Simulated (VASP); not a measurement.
# Li (P6_3/mmc) in VASP: notebook

Runs on Li. Level: PBE. Tasks: relaxation of cell and atoms.

Everything below comes from runs of VASP 6.6.1. Logs are shortened: lines on timing, memory, paths and dates and some standing lists are left out, and cuts for length are marked.

### Step 1. The cell of the first run

It takes space group P6_3/mmc (No. 194, hexagonal). The conventional cell has a = 2.297 Å, b = 2.297 Å, c = 3.721 Å, α = 90.00°, β = 90.00°, γ = 120.00°. Li (site symmetry -6m2) has 12 Li at 2.28 to 2.30 Å within 3.0 Å.

This isn't the form of Li at room conditions, which is bcc.

### Step 2. Relaxation of cell and atoms, PBE, target pressure 51 GPa, at which the enthalpy is minimised

Contents of INCAR:

```
ALGO = Normal ; EDIFF = 1E-7
EDIFFG = -0.005 ; ENCUT = 600
GGA = PE ; IBRION = 2
ISIF = 3 ; ISMEAR = -1
LASPH = True ; LCHARG = False
LREAL = False ; LWAVE = False
NELM = 60 ; NSW = 60
PREC = Accurate ; PSTRESS = 510.0
SIGMA = 0.08
```

Contents of KPOINTS:

```
k-points
0
Gamma
  19 19 10
```

Contents of POSCAR:

```
Li
1.0
    2.2968964932      0.0000000000      0.0000000000
   -1.1484482466      1.9891707129      0.0000000000
    0.0000000000      0.0000000000      3.7209723189
Li
2
Direct
    0.3333333333      0.6666666667      0.2500000000
    0.6666666667      0.3333333333      0.7500000000
```

Potentials or basis: VASP PAW PBE potentials, release 64 (Li_sv).

Started as:

```console
$ cat potpaw_PBE.64/Li_sv/POTCAR > POTCAR
$ mpirun -np 1 vasp_std > vasp.out
```

OUTCAR:

```text
EDIFF = 1E-7
   EDIFFG = -0.005
   ENCUT = 600
   GGA = PE
   IBRION = 2
   ISIF = 3
   ISMEAR = -1
   LASPH = True
   LREAL = False
   NELM = 60
   NSW = 60
   PREC = Accurate
   PSTRESS = 510.0

 ion  position               nearest neighbor table
   1  0.333  0.667  0.250-   2 2.28   2 2.28   2 2.28   2 2.28   2 2.28   2 2.28
   2  0.667  0.333  0.750-   1 2.28   1 2.28   1 2.28   1 2.28   1 2.28   1 2.28

  LATTYP: Found a hexagonal cell.
 ALAT       =     2.2968964932
 C/A-ratio  =     1.6200000000

  Lattice vectors:

 A1 = (   2.2968964932,   0.0000000000,   0.0000000000)
 A2 = (  -1.1484482466,   1.9891707129,   0.0000000000)
 A3 = (   0.0000000000,   0.0000000000,   3.7209723189)

Analysis of symmetry for initial positions (statically):
=====================================================================
 Subroutine PRICEL returns:
 Original cell was already a primitive cell.

 Routine SETGRP: Setting up the symmetry group for a
 hexagonal supercell.

 Subroutine GETGRP returns: Found 24 space group operations
 (whereof 12 operations were pure point group operations)
 out of a pool of 24 trial point group operations.

The static configuration has the point symmetry D_3d.
 The point group associated with its full space group is D_6h.

Analysis of symmetry for dynamics (positions and initial velocities):
=====================================================================
 Subroutine PRICEL returns:
 Original cell was already a primitive cell.

 Routine SETGRP: Setting up the symmetry group for a
 hexagonal supercell.

 Subroutine GETGRP returns: Found 24 space group operations
 (whereof 12 operations were pure point group operations)
 out of a pool of 24 trial point group operations.

The dynamic configuration has the point symmetry D_3d.
 The point group associated with its full space group is D_6h.

 Subroutine INISYM returns: Found 24 space group operations
 (whereof 12 operations are pure point group operations),
 and found     1 'primitive' translations

----------------------------------------------------------------------------------------

                                     Primitive cell

  volume of cell :      17.0008

  direct lattice vectors                    reciprocal lattice vectors
     2.296896493  0.000000000  0.000000000     0.435370076  0.251361030  0.000000000
    -1.148448247  1.989170713  0.000000000     0.000000000  0.502722061  0.000000000
     0.000000000  0.000000000  3.720972319     0.000000000  0.000000000  0.268746960

  length of vectors
     2.296896493  2.296896493  3.720972319     0.502722061  0.502722061  0.268746960

  position of ions in fractional coordinates (direct lattice)
     0.333333333  0.666666667  0.250000000
     0.666666667  0.333333333  0.750000000

  ion indices of the primitive-cell ions
   primitive index   ion index
                 1           1
                 2           2

----------------------------------------------------------------------------------------

 KPOINTS: k-points

Automatic generation of k-mesh.
 Grid dimensions read from file:
 generate k-points for:   19   19   10

 Generating k-lattice:

  Cartesian coordinates                     Fractional coordinates (reciprocal lattice)
     0.022914215  0.013229528  0.000000000     0.052631579  0.000000000  0.000000000
     0.000000000  0.026459056  0.000000000     0.000000000  0.052631579  0.000000000
     0.000000000  0.000000000  0.026874696     0.000000000  0.000000000  0.100000000

  Length of vectors
     0.026459056  0.026459056  0.026874696

  Shift w.r.t. Gamma in fractional coordinates (k-lattice)
     0.000000000  0.000000000  0.000000000

 Subroutine IBZKPT returns following result:
 ===========================================

 Found    240 irreducible k-points:

 Following reciprocal coordinates:
            Coordinates               Weight
  0.000000  0.000000  0.000000      1.000000
  0.052632  0.000000  0.000000      6.000000
  0.105263  0.000000  0.000000      6.000000
  0.157895  0.000000  0.000000      6.000000
  0.210526  0.000000  0.000000      6.000000
  0.263158 -0.000000  0.000000      6.000000
[... 16 lines left out ...]
  0.263158  0.105263  0.000000     12.000000
  0.315789  0.105263  0.000000     12.000000
 [... further k-points ...]
   k-points           NKPTS =    240   k-points in BZ     NKDIM =    240   number of bands    NBANDS=      7
   number of dos      NEDOS =    301   number of ions     NIONS =      2
   total plane-waves  NPLWV =   9720
   dimension x,y,z NGX =    18 NGY =   18 NGZ =   30
   dimension x,y,z NGXF=    36 NGYF=   36 NGZF=   60
   ions per type =               2
   NGX,Y,Z   is equivalent  to a cutoff of  13.03, 13.03, 13.40 a.u.
   NGXF,Y,Z  is equivalent  to a cutoff of  26.06, 26.06, 26.81 a.u.
 SYSTEM =  unknown system
   PREC   = accura    normal or accurate (medium, high low for compatibility)
   ISTART =      0    job   : 0-new  1-cont  2-samecut
   ICHARG =      2    charge: 1-file 2-atom 10-const
   ISPIN  =      1    spin polarized calculation?
   LNONCOLLINEAR =      F non collinear calculations
   LSORBIT =      F    spin-orbit coupling
   LASPH  =      T    aspherical Exc in radial PAW
   ENCUT  =  600.0 eV  44.10 Ry    6.64 a.u.   4.59  4.59  7.43*2*pi/ulx,y,z
   NELM   =     60;   NELMIN=  2; NELMDL= -5     # of ELM steps
   EDIFF  = 0.1E-06   stopping-criterion for ELM
   LREAL  =      F    real-space projection
   EDIFFG = -.5E-02   stopping-criterion for IOM
   NSW    =     60    number of steps for IOM
   IBRION =      2    ionic relax: 0-MD 1-quasi-New 2-CG
   NFREE  =      1    steps in history (QN), initial steepest desc. (CG)
   ISIF   =      3    stress and relaxation
   ISYM   =      2    0-nonsym 1-usesym 2-fastsym
   POTIM  = 0.5000    time-step for ionic-motion
   TEBEG  =    0.0;   TEEND  =   0.0 temperature during run
   PSTRESS=  510.0 pullay stress
   NELECT =       6.0000    total number of electrons
   NUPDOWN=      -1.0000    fix difference up-down
   EMIN   =  10.00;   EMAX   =-10.00  energy-range for DOS
   EFERMI =   0.00;   METHOD = LEGACY
   ISMEAR =    -1;   SIGMA  =   0.08  broadening in eV -4-tet -1-fermi 0-gaus
   EFERMI_NEDOS =   21; number of points for ismear=-14 and -15
   IALGO  =     38    algorithm
   IMIX   =      4    mixing-type and parameters
     AMIX     =   0.40;   BMIX     =  1.00
     AMIX_MAG =   1.60;   BMIX_MAG =  1.00
  volume/ion in A,a.u.               =       8.50        57.36
  Fermi-wavevector in a.u.,A,eV,Ry     =   1.156916  2.186255 18.210790  1.338455
  Thomas-Fermi vector in A             =   2.293532
   LORBIT       =      0    0 simple, 1 ext, 2 COOP (PROOUT), +10 PAW based schemes
   GGA     = PE    functional components
   LHFCALC =     F    Hartree Fock is set to
   AEXX    =    0.0000 exact exchange contribution
   IVDW    =     0    specifies the selected vdW correction
   LEPSILON=     F    determine dielectric tensor
   LRPA    =     F    only Hartree local field effects (RPA)
 conjugate gradient relaxation of ions
 non-spin polarized calculation
  energy-cutoff  :      600.00
  volume of cell :       17.00
 maximum number of plane-waves:       580
   NGX =  9   NGY =  9   NGZ = 15

--------------------------------------- Ionic step        1  -------------------------------------------

 number of electron       5.9999998 magnetization

 Free energy of the ion-electron system (eV)
  ---------------------------------------------------
  ext. energy  EPLUGINS =         0.00000000
  ---------------------------------------------------
  free energy    TOTEN  =        -1.84866920 eV

  energy without entropy =       -1.83179965  energy(sigma->0) =       -1.84023443

------------------------ aborting loop because EDIFF is reached ----------------------------------------

  FORCE on cell =-STRESS in cart. coord.  units (eV):
  Direction    XX          YY          ZZ          XY          YZ          ZX
  --------------------------------------------------------------------------------------
  -------------------------------------------------------------------------------------
  Total        5.3905395      5.3905395      5.4584578     -0.0000000     -0.0000000      0.0000000
  in kB      508.0107417    508.0107416    514.4114412     -0.0000000     -0.0000000      0.0000000
  external PRESSURE =       0.1443082 kB  Pullay stress =     510.0000000 kB
[... 289 lines left out ...]
  enthalpy is  TOTEN    =         3.5623957047 eV   P V=        5.3829986721

--------------------------------------- Ionic step        9  -------------------------------------------

 number of electron       6.0000006 magnetization

 Free energy of the ion-electron system (eV)
  ---------------------------------------------------
  ext. energy  EPLUGINS =         0.00000000
  ---------------------------------------------------
  free energy    TOTEN  =        -1.84986276 eV

  energy without entropy =       -1.83280982  energy(sigma->0) =       -1.84133629

 E-fermi :   4.2096     XC(G=0):  -9.5373

 val. band max:        4.1944003848   @ k =   0.4211   0.1053   0.2000
 cond. band min:       4.2170511067   @ k =   0.1579   0.1579   0.3000
 fundamental gap:      0.0226507219
 Fermi energy:         4.2096283730

 k-point     1 :       0.0000    0.0000    0.0000
  band No.  band energies     occupation
      1     -41.5449      2.00000
      2     -41.1935      2.00000
      3       0.2123      2.00000
      4       3.3773      1.99994
      5      11.4395      0.00000
      6      27.1472      0.00000
      7      27.1473      0.00000
[... 221 lines left out ...]
 k-point    24 :       0.3158    0.1053    0.0000
  band No.  band energies     occupation
      1     -41.2269      2.00000
      2     -41.0696      2.00000
      3       2.7311      2.00000
      4       8.7255      0.00000
      5       8.8495      0.00000
      6      14.9684      0.00000
      7      18.0511      0.00000

 [... further k-points ...]
[... 5 lines left out ...]
  --------------------------------------------------------------------------------------
  -------------------------------------------------------------------------------------
  Total        5.4106770      5.4106770      5.4071269      0.0000000     -0.0000000      0.0000000
  in kB      509.8731473    509.8731470    509.5386000      0.0000000     -0.0000000      0.0000000
  external PRESSURE =      -0.2383686 kB  Pullay stress =     510.0000000 kB
[... 17 lines left out ...]
  FREE ENERGIE OF THE ION-ELECTRON SYSTEM (eV)
  ---------------------------------------------------
  free  energy   TOTEN  =        -1.8498627559 eV

  energy  without entropy=       -1.8328098235  energy(sigma->0) =       -1.84133629

  enthalpy is  TOTEN    =         3.5621604081 eV   P V=        5.4120231639

 reached required accuracy - stopping structural energy minimisation
```

Wall time 1.9 min (1 thread of Intel Xeon Platinum 8259CL at 2.50GHz (Skylake/Cascade Lake), shared host); peak memory 0.14 GiB.

What came out:

* Free energy: -1.8499 eV
* Energy change on relaxing (the run minimises the enthalpy): -0.6 meV/atom
* Ionic steps: 9
* Pressure after relaxing: 51.0 GPa
* Band gap on the k mesh: zero (bands 3 and 4 overlap by 6.08 eV)

Step by step:
| step | energy change (eV) | largest force (eV/Å) | pressure (GPa) | volume (Å³) |
| --- | --- | --- | --- | --- |
| 1 | 0.0000 | 0.0000 | 51.01 | 17.00 |
| 2 | -0.0007 | 0.0000 | 51.00 | 17.00 |
| 3 | -0.0026 | 0.0000 | 50.95 | 17.01 |
| 4 | -0.0061 | 0.0000 | 50.85 | 17.02 |
| 5 | -0.0115 | 0.0000 | 50.69 | 17.03 |
| 6 | -0.0088 | 0.0000 | 50.78 | 17.03 |
| 7 | -0.0095 | 0.0000 | 50.76 | 17.03 |
| 8 | 0.0281 | 0.0000 | 51.74 | 16.91 |
| 9 | -0.0012 | 0.0000 | 50.98 | 17.00 |

Final structure:
```xyz
2
Lattice="2.2754 0.0000 0.0000 -1.1377 1.9705 0.0000 0.0000 0.0000 3.7920" Properties=species:S:1:pos:R:3 pbc="T T T"
Li    0.0000    1.3137    0.9480
Li    1.1377    0.6568    2.8440
```

Levels at points of the mesh, in eV from the Fermi level:
```tsv
k point	band 1	band 2	band 3	band 4	band 5	band 6
(0.00, 0.00, 0.00)	-45.75	-45.40	-4.00	-0.83	7.23	22.94
(0.00, 0.00, 0.50)	-45.58	-45.58	-2.93	-2.93	14.19	14.19
```

Caveat: the cutoff is under 1.25 times the usual one of these potentials, so pressure, stress and relaxed cells hold a basis-set (Pulay) error; the cell is relaxed towards a set pressure, so the run minimises the enthalpy, not the energy.

### Step 3. Relaxation of cell and atoms, PBE, target pressure 51 GPa, at which the enthalpy is minimised

This run uses another cell than the first one, of 8.52 Å³/atom.

Contents of INCAR:

```
SYSTEM = Li
ALGO     = Normal         ! electronic algorithm
EDIFF    = 1E-6           ! SCF threshold, eV
EDIFFG   = -0.005         ! ionic threshold
ENCUT    = 600            ! plane-wave cutoff, eV
GGA      = PE             ! functional
IBRION   = 2              ! ionic algorithm
ISIF     = 3              ! what is computed and relaxed
ISMEAR   = -1             ! smearing method
LASPH    = .TRUE.         ! aspherical terms in the spheres
LCHARG   = .FALSE.        ! write CHGCAR
LREAL    = .FALSE.        ! projectors in reciprocal space
LWAVE    = .FALSE.        ! write WAVECAR
NELM     = 100            ! most SCF steps
NSW      = 32             ! ionic steps
PREC     = Accurate       ! precision mode
PSTRESS  = 510.0        
SIGMA    = 0.08           ! smearing width, eV
```

Contents of KPOINTS:

```
k-points
0
G
  19 19 10
  0 0 0
```

Contents of POSCAR:

```
Li
1.0
    2.2795214480      0.0000000000      0.0000000000
   -1.1397607240      1.9741234824      0.0000000000
    0.0000000000      0.0000000000      3.7874048632
Li
2
Direct
    0.3333333333      0.6666666667      0.2500000000
    0.6666666667      0.3333333333      0.7500000000
```

Potentials or basis: VASP PAW PBE potentials, release 64 (Li_sv).

Started as:

```console
$ cat potpaw_PBE.64/Li_sv/POTCAR > POTCAR
$ mpirun -np 1 vasp_std > vasp.out
```

It took 35 s on 1 thread of Intel Xeon Platinum 8259CL at 2.50GHz (Skylake/Cascade Lake), shared host; peak memory 0.14 GiB.

Results (log left out):

| Item | Value |
| --- | --- |
| Free energy | -1.8473 eV |
| Relaxed volume | 8.50 Å³/atom |
| Relaxed cell | a = 2.277 Å, b = 2.277 Å, c = 3.784 Å, α = 90.00°, β = 90.00°, γ = 120.00° |
| Space group after relaxing (to 0.1 Å) | P6_3/mmc (No. 194) |
| Energy change on relaxing (the run minimises the enthalpy) | +7.9 meV/atom |
| Ionic steps | 2 |
| Pressure after relaxing | 51.1 GPa |
| Band gap on the k mesh | zero (bands 3 and 4 overlap by 6.06 eV) |

Step by step:
| step | energy change (eV) | largest force (eV/Å) | pressure (GPa) | volume (Å³) |
| --- | --- | --- | --- | --- |
| 1 | 0.0000 | 0.0000 | 50.62 | 17.04 |
| 2 | 0.0158 | 0.0000 | 51.05 | 16.99 |

Final structure:
```yaml
crystal:
  lattice:
    - [2.27725, 0.00000, 0.00000]
    - [-1.13862, 1.97215, 0.00000]
    - [0.00000, 0.00000, 3.78388]
  atoms:
    - { symbol: Li, position: [0.33333, 0.66667, 0.25000] }
    - { symbol: Li, position: [0.66667, 0.33333, 0.75000] }
```

Levels at points of the mesh, in eV from the Fermi level:
```tsv
k point	band 1	band 2	band 3	band 4	band 5	band 6	band 7
(0.00, 0.00, 0.00)	-45.75	-45.40	-4.00	-0.80	7.26	22.88	22.88
(0.00, 0.00, 0.50)	-45.58	-45.58	-2.92	-2.92	14.27	14.27	24.55
```

Caveat: the cutoff is under 1.25 times the usual one of these potentials, so pressure, stress and relaxed cells hold a basis-set (Pulay) error; the cell is relaxed towards a set pressure, so the run minimises the enthalpy, not the energy.

The gap in the log of VASP goes by the Fermi energy; the results here count the filled bands.